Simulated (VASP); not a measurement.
# NbH (I4/mmm) in VASP: single point with r2SCAN

Aim: the single point of NbH with r2SCAN.

Everything below comes from runs of VASP 6.6.1. Logs are shortened: lines on timing, memory, paths and dates and some standing lists are left out, and cuts for length are marked.

**1. The cell of the first run**

It takes space group I4/mmm (No. 139, tetragonal). Conventional cell: a = 3.214 Å, b = 3.214 Å, c = 3.522 Å, α = 90.00°, β = 90.00°, γ = 90.00°. Nb (site symmetry 4/mmm) has 6 H at 1.76 to 2.27 Å within 2.3 Å. H (site symmetry 4/mmm) has 6 Nb at 1.76 to 2.27 Å within 2.3 Å.

**2. Single point, r2SCAN (strain -0.1125 x Voigt [0, 0, 1, 0, 0, 0])**

POSCAR

```
NbH
1.0
   -1.6069640000      1.6069640000      1.7610671375
    1.6069640000     -1.6069640000      1.7610671375
    1.6069640000      1.6069640000     -1.7610671375
Nb H
1 1
Direct
    0.0000000000      0.0000000000      0.0000000000
    0.5000000000      0.5000000000      0.0000000000
```

INCAR.step1

```
ALGO = Normal ; EDIFF = 1E-4
ENCUT = 520 ; GGA = PE
ISMEAR = 0 ; LASPH = T
LCHARG = F ; LREAL = F
LWAVE = T ; NBANDS = 14
NELM = 80 ; PREC = Accurate
SIGMA = 0.15
```

INCAR.step2

```
ALGO = Normal ; EDIFF = 1E-6
ENCUT = 520 ; ISIF = 2
ISMEAR = 0 ; ISTART = 1
LASPH = T ; LCHARG = T
LELF = T ; LMIXTAU = T
LREAL = F ; LVHAR = T
LWAVE = F ; METAGGA = R2SCAN
NBANDS = 14 ; NELM = 80
PREC = Accurate ; SIGMA = 0.15
```

KPOINTS

```
k-points
0
Gamma
  20 20 20
```

Potentials or basis: VASP PAW PBE potentials, release 64 (Nb_sv, H).

Command:

```console
> cat potpaw_PBE.64/Nb_sv/POTCAR potpaw_PBE.64/H/POTCAR > POTCAR
> cp INCAR.step1 INCAR
> mpirun -np 1 vasp_std > vasp.out
> cp INCAR.step2 INCAR
> mpirun -np 1 vasp_std > vasp.out
```

OUTCAR:

```text
EDIFF = 1E-6
   ENCUT = 520
   ISIF = 2
   ISMEAR = 0
   ISTART = 1
   LASPH = T
   LREAL = F
   METAGGA = R2SCAN
   NELM = 80
   PREC = Accurate

 ion  position               nearest neighbor table
   1  0.000  0.000  0.000-   2 1.76   2 1.76
   2  0.500  0.500  0.000-   1 1.76   1 1.76

  LATTYP: Found a body centered tetragonal cell.
 ALAT       =     3.2139280000
 C/A-ratio  =     1.0958970689

  Lattice vectors:

 A1 = (  -1.6069640000,   1.6069640000,   1.7610671375)
 A2 = (   1.6069640000,  -1.6069640000,   1.7610671375)
 A3 = (   1.6069640000,   1.6069640000,  -1.7610671375)

Analysis of symmetry for initial positions (statically):
=====================================================================
 Subroutine PRICEL returns:
 Original cell was already a primitive cell.

 Routine SETGRP: Setting up the symmetry group for a
 body centered tetragonal supercell.

 Subroutine GETGRP returns: Found 16 space group operations
 (whereof 16 operations were pure point group operations)
 out of a pool of 16 trial point group operations.

The static configuration has the point symmetry D_4h.

Analysis of symmetry for dynamics (positions and initial velocities):
=====================================================================
 Subroutine PRICEL returns:
 Original cell was already a primitive cell.

 Routine SETGRP: Setting up the symmetry group for a
 body centered tetragonal supercell.

 Subroutine GETGRP returns: Found 16 space group operations
 (whereof 16 operations were pure point group operations)
 out of a pool of 16 trial point group operations.

The dynamic configuration has the point symmetry D_4h.

 Subroutine INISYM returns: Found 16 space group operations
 (whereof 16 operations are pure point group operations),
 and found     1 'primitive' translations

----------------------------------------------------------------------------------------

                                     Primitive cell

  volume of cell :      18.1906

  direct lattice vectors                    reciprocal lattice vectors
    -1.606964000  1.606964000  1.761067137     0.000000000  0.311145738  0.283918761
     1.606964000 -1.606964000  1.761067137     0.311145738  0.000000000  0.283918761
     1.606964000  1.606964000 -1.761067137     0.311145738  0.311145738  0.000000000

  length of vectors
     2.875069400  2.875069400  2.875069400     0.421214356  0.421214356  0.440026523

  position of ions in fractional coordinates (direct lattice)
     0.000000000  0.000000000  0.000000000
     0.500000000  0.500000000  0.000000000

  ion indices of the primitive-cell ions
   primitive index   ion index
                 1           1
                 2           2

----------------------------------------------------------------------------------------

 KPOINTS: k-points

Automatic generation of k-mesh.
 Grid dimensions read from file:
 generate k-points for:   20   20   20

 Generating k-lattice:

  Cartesian coordinates                     Fractional coordinates (reciprocal lattice)
     0.000000000  0.015557287  0.014195938     0.050000000  0.000000000 -0.000000000
     0.015557287  0.000000000  0.014195938     0.000000000  0.050000000 -0.000000000
     0.015557287  0.015557287  0.000000000     0.000000000  0.000000000  0.050000000

  Length of vectors
     0.021060718  0.021060718  0.022001326

  Shift w.r.t. Gamma in fractional coordinates (k-lattice)
     0.000000000  0.000000000  0.000000000

 Subroutine IBZKPT returns following result:
 ===========================================

 Found    641 irreducible k-points:

 Following reciprocal coordinates:
            Coordinates               Weight
  0.000000  0.000000  0.000000      1.000000
  0.050000  0.000000  0.000000      8.000000
  0.100000 -0.000000  0.000000      8.000000
  0.150000  0.000000  0.000000      8.000000
  0.200000 -0.000000  0.000000      8.000000
  0.250000 -0.000000  0.000000      8.000000
[... 16 lines left out ...]
 -0.400000  0.050000  0.000000     16.000000
 -0.350000  0.050000  0.000000     16.000000
 [... further k-points ...]
   k-points           NKPTS =    641   k-points in BZ     NKDIM =    641   number of bands    NBANDS=     14
   number of dos      NEDOS =    301   number of ions     NIONS =      2
   total plane-waves  NPLWV =  13824
   dimension x,y,z NGX =    24 NGY =   24 NGZ =   24
   dimension x,y,z NGXF=    48 NGYF=   48 NGZF=   48
   ions per type =               1   1
   NGX,Y,Z   is equivalent  to a cutoff of  13.88, 13.88, 13.88 a.u.
   NGXF,Y,Z  is equivalent  to a cutoff of  27.76, 27.76, 27.76 a.u.
 SYSTEM =  unknown system
   PREC   = accura    normal or accurate (medium, high low for compatibility)
   ISTART =      1    job   : 0-new  1-cont  2-samecut
   ICHARG =      0    charge: 1-file 2-atom 10-const
   ISPIN  =      1    spin polarized calculation?
   LNONCOLLINEAR =      F non collinear calculations
   LSORBIT =      F    spin-orbit coupling
   LASPH  =      T    aspherical Exc in radial PAW
   ENCUT  =  520.0 eV  38.22 Ry    6.18 a.u.   5.35  5.35  5.35*2*pi/ulx,y,z
   NELM   =     80;   NELMIN=  2; NELMDL=  0     # of ELM steps
   EDIFF  = 0.1E-05   stopping-criterion for ELM
   LREAL  =      F    real-space projection
   EDIFFG = 0.1E-04   stopping-criterion for IOM
   NSW    =      0    number of steps for IOM
   IBRION =     -1    ionic relax: 0-MD 1-quasi-New 2-CG
   NFREE  =      0    steps in history (QN), initial steepest desc. (CG)
   ISIF   =      2    stress and relaxation
   ISYM   =      2    0-nonsym 1-usesym 2-fastsym
   POTIM  = 0.5000    time-step for ionic-motion
   TEBEG  =    0.0;   TEEND  =   0.0 temperature during run
   PSTRESS=    0.0 pullay stress
   NELECT =      14.0000    total number of electrons
   NUPDOWN=      -1.0000    fix difference up-down
   EMIN   =  10.00;   EMAX   =-10.00  energy-range for DOS
   EFERMI =   0.00;   METHOD = LEGACY
   ISMEAR =     0;   SIGMA  =   0.15  broadening in eV -4-tet -1-fermi 0-gaus
   EFERMI_NEDOS =   21; number of points for ismear=-14 and -15
   IALGO  =     38    algorithm
   IMIX   =      4    mixing-type and parameters
     AMIX     =   0.40;   BMIX     =  1.00
     AMIX_MAG =   1.60;   BMIX_MAG =  1.00
  volume/ion in A,a.u.               =       9.10        61.38
  Fermi-wavevector in a.u.,A,eV,Ry     =   1.500265  2.835091 30.623945  2.250796
  Thomas-Fermi vector in A             =   2.611788
   LORBIT       =      0    0 simple, 1 ext, 2 COOP (PROOUT), +10 PAW based schemes
   METAGGA = R2SCAN    functional components
   LHFCALC =     F    Hartree Fock is set to
   AEXX    =    0.0000 exact exchange contribution
   IVDW    =     0    specifies the selected vdW correction
   LEPSILON=     F    determine dielectric tensor
   LRPA    =     F    only Hartree local field effects (RPA)
 non-spin polarized calculation
 Gauss-broadening in eV      SIGMA  =   0.15
  energy-cutoff  :      520.00
  volume of cell :       18.19
 maximum number of plane-waves:       502
 NGX is ok and might be reduce to    24
   NGX = 11   NGY = 11   NGZ = 11

 number of electron      13.9999999 magnetization

 Free energy of the ion-electron system (eV)
  ---------------------------------------------------
  ext. energy  EPLUGINS =         0.00000000
  ---------------------------------------------------
  free energy    TOTEN  =       -28.35479998 eV

  energy without entropy =      -28.34894014  energy(sigma->0) =      -28.35187006

 E-fermi :  12.8647     XC(G=0): -14.1145

 val. band max:       12.8551090604   @ k =  -0.1500  -0.1500   0.1000
 cond. band min:      12.8685862424   @ k =  -0.1500   0.2500   0.0500
 fundamental gap:      0.0134771820
 Fermi energy:        12.8647429916

 k-point     1 :       0.0000    0.0000    0.0000
  band No.  band energies     occupation
      1     -44.2259      2.00000
      2     -18.9229      2.00000
      3     -18.7847      2.00000
      4     -18.7847      2.00000
      5       1.9659      2.00000
      6      11.7470      2.00000
      7      11.7470      2.00000
      8      12.9059      0.69833
      9      13.6613      0.00000
     10      14.5717      0.00000
     11      25.2044      0.00000
     12      25.2044      0.00000
     13      25.3836      0.00000
     14      27.0100      0.00000

 k-point     2 :       0.0500    0.0000    0.0000
  band No.  band energies     occupation
      1     -44.2194      2.00000
      2     -18.9478      2.00000
      3     -18.8029      2.00000
      4     -18.7949      2.00000
      5       2.0670      2.00000
      6      11.7286      2.00000
      7      11.7690      2.00000
      8      12.9061      0.69665
      9      13.6222      0.00000
     10      14.5109      0.00000
     11      25.2097      0.00000
     12      25.3965      0.00000
     13      25.6013      0.00000
     14      26.7822      0.00000

 k-point     3 :       0.1000   -0.0000    0.0000
  band No.  band energies     occupation
      1     -44.2005      2.00000
      2     -19.0443      2.00000
      3     -18.8302      2.00000
      4     -18.8246      2.00000
      5       2.3626      2.00000
      6      11.6275      2.00000
      7      11.7655      2.00000
      8      12.9899      0.23817
      9      13.5155      0.00000
     10      14.4252      0.00000
     11      24.7239      0.00000
     12      25.9547      0.00000
     13      26.1299      0.00000
     14      26.8974      0.00000
[... 324 lines left out ...]
 k-point    23 :      -0.4000    0.0500    0.0000
  band No.  band energies     occupation
      1     -43.9916      2.00000
      2     -20.2150      2.00000
      3     -19.1414      2.00000
      4     -18.8928      2.00000
      5       6.0222      2.00000
      6       8.6668      2.00000
      7      10.3617      2.00000
      8      14.0582      0.00000
      9      15.8941      0.00000
     10      16.8816      0.00000
     11      20.3082      0.00000
     12      25.1784      0.00000
     13      31.0718      0.00000
     14      32.5607      0.00000

 k-point    24 :      -0.3500    0.0500    0.0000
  band No.  band energies     occupation
      1     -44.0258      2.00000
      2     -20.0304      2.00000
      3     -19.0891      2.00000
      4     -18.8898      2.00000
      5       5.2550      2.00000
      6       9.1963      2.00000
      7      10.5768      2.00000
      8      13.9348      0.00000
      9      15.6150      0.00000
     10      15.9877      0.00000
     11      20.6624      0.00000
     12      26.2951      0.00000
     13      30.9290      0.00000
     14      32.5382      0.00000

 [... further k-points ...]

------------------------ aborting loop because EDIFF is reached ----------------------------------------

  FORCE on cell =-STRESS in cart. coord.  units (eV):
  Direction    XX          YY          ZZ          XY          YZ          ZX
  --------------------------------------------------------------------------------------
  -------------------------------------------------------------------------------------
  Total        1.5653699      1.5653699      6.3598412      0.0000000     -0.0000000      0.0000000
  in kB      137.8730433    137.8730433    560.1555677      0.0000000     -0.0000000      0.0000000
  external PRESSURE =     278.6338848 kB  Pullay stress =       0.0000000 kB

 VOLUME and BASIS-vectors are now :
 -----------------------------------------------------------------------------
  energy-cutoff  :      520.00
  volume of cell :       18.19
      direct lattice vectors                 reciprocal lattice vectors
    -1.606964000  1.606964000  1.761067137     0.000000000  0.311145738  0.283918761
     1.606964000 -1.606964000  1.761067137     0.311145738  0.000000000  0.283918761
     1.606964000  1.606964000 -1.761067137     0.311145738  0.311145738  0.000000000

 POSITION                                       TOTAL-FORCE (eV/Angst)
 -----------------------------------------------------------------------------------
      0.00000      0.00000      0.00000        -0.000000      0.000000      0.000000
      0.00000      0.00000      1.76107         0.000000     -0.000000     -0.000000
 -----------------------------------------------------------------------------------
    total drift:                               -0.000000      0.000000     -0.000000

  FREE ENERGIE OF THE ION-ELECTRON SYSTEM (eV)
  ---------------------------------------------------
  free  energy   TOTEN  =       -28.3547999831 eV

  energy  without entropy=      -28.3489401366  energy(sigma->0) =      -28.35187006
```

It took 2.4 min on 1 thread of Intel Xeon 6975P-C (Granite Rapids), shared host; peak memory 0.28 GiB.

What came out:

```yaml
Free_energy: -28.3548 eV
Pressure: 27.9 GPa
Band_gap_on_the_k_mesh: zero (bands 7 and 8 overlap by 5.35 eV)
```

Levels at points of the mesh, in eV from the Fermi level:
| k point | band 4 | band 5 | band 6 | band 7 | band 8 | band 9 | band 10 | band 11 |
| --- | --- | --- | --- | --- | --- | --- | --- | --- |
| (0.00, 0.00, 0.00) | -31.65 | -10.90 | -1.12 | -1.12 | 0.04 | 0.80 | 1.71 | 12.34 |
| (0.50, 0.00, 0.00) | -31.74 | -5.35 | -5.11 | -2.79 | 0.96 | 3.18 | 5.38 | 7.54 |
| (0.50, 0.50, 0.00) | -31.74 | -9.73 | -3.69 | 0.96 | 2.45 | 3.67 | 5.56 | 9.49 |
| (0.50, 0.50, 0.50) | -32.54 | -9.95 | -4.90 | 4.60 | 4.76 | 4.76 | 6.34 | 7.77 |

Caveat: the cell differs from its parent crystal (strain -0.1125 x Voigt [0, 0, 1, 0, 0, 0]); the stress differs along the axes, from 14 to 56 GPa; the PAW data sets were made with another functional, which shifts forces and pressure a little.
